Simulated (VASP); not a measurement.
Input of a VASP 6.6.1 run:

The input INCAR:

```
SYSTEM = Ti4C
PREC = Accurate
ENCUT = 520
EDIFF = 1E-6
ISMEAR = 0
SIGMA = 0.1
LREAL = .False.
LASPH = .True.
NELM = 100
ALGO = Normal
ISIF = 2
LWAVE = .False.
LCHARG = .False.
LDIPOL = .True.
IDIPOL = 3
DIPOL = 0.5 0.5 0.334
GGA = PE
NBANDS = 34
```

The input KPOINTS:

```
regular mesh
0
Gamma
  9 7 1
  0 0 0
```

File POSCAR:

```
Ti4C
1.0
    2.9076478547      0.0000000000      0.0000000000
    0.0000000000      4.1120350307      0.0000000000
    0.0000000000      0.0000000000     19.6538060989
Ti C
4 1
Direct
    0.5000000000      0.5000000000      0.2035229197
    0.0000000000      0.0000000000      0.2774945423
    0.5000000000      0.5000000000      0.3439527020
    0.0000000000      0.0000000000      0.4148716059
    0.1666666667      0.5000000000      0.4299793834
```

Potentials or basis: VASP PAW PBE potentials, release 64 (Ti_sv, C).

Command:

```console
$ cat potpaw_PBE.64/Ti_sv/POTCAR potpaw_PBE.64/C/POTCAR > POTCAR
$ mpirun -np 1 vasp_std > vasp.out
```

Problem. Estimate the largest force.

Solution. 1.689 eV/Å.

Problem. Estimate the band gap on the k mesh.

Solution. Zero (bands 26 and 27 overlap by 0.39 eV).

Forces on the atoms (eV/Å):
```
Ti  -0.035  0.000  0.274
Ti  -0.044  0.000 -1.333
Ti   0.709  0.000 -0.572
Ti  -0.507  0.000  1.611
C   -0.123  0.000  0.020
```
